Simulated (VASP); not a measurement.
A run of VASP 6.6.1 is set up as follows.

The input INCAR:

```
SYSTEM = SnO2
PREC     = Accurate       ! precision mode
ENCUT    = 520            ! plane-wave cutoff, eV
EDIFF    = 1E-6           ! SCF threshold, eV
ISMEAR   = -1             ! smearing method
SIGMA    = 0.05           ! smearing width, eV
LREAL    = .False.        ! projectors in reciprocal space
LASPH    = .True.         ! aspherical terms in the spheres
NELM     = 80             ! most SCF steps
ALGO     = Normal         ! electronic algorithm
ISIF     = 2              ! what is computed and relaxed
LWAVE    = .False.        ! write WAVECAR
LCHARG   = .False.        ! write CHGCAR
GGA      = PE             ! functional
NBANDS   = 20             ! bands
```

Contents of KPOINTS:

```
regular mesh
0
Gamma
  10 10 10
  0 0 0
```

POSCAR

```
SnO2
1.0
    1.5840819130      0.9145701189      4.7025938089
   -1.5840819130      0.9145701189      4.7025938089
    0.0000000000     -1.8291402378      4.7025938089
Sn O
1 2
Direct
    0.5000000000      0.5000000000      0.5000000000
    0.7628300000      0.7628300000      0.7628300000
    0.2371700000      0.2371700000      0.2371700000
```

Potentials or basis: VASP PAW PBE potentials, release 64 (Sn_d, O).

Command:

```sh
$ cat potpaw_PBE.64/Sn_d/POTCAR potpaw_PBE.64/O/POTCAR > POTCAR
$ mpirun -np 1 vasp_std > vasp.out
```

Question: What does it give for the band gap on the k mesh?

Answer: 2.33 eV (least direct gap 2.50 eV).

Question: Estimate the pressure.

Answer: 10.1 GPa.

Question: Estimate the largest force.

Answer: 0.632 eV/Å.

Forces in eV/Å, atoms in the order of the input:
```
Sn   0.000  0.000  0.000
O    0.000  0.000 -0.632
O    0.000  0.000  0.632
```

Caveat: the stress differs along the axes, from 5 to 12 GPa; spin-orbit coupling is left out, which moves the levels of the heavy elements. A k mesh can miss the band edges.
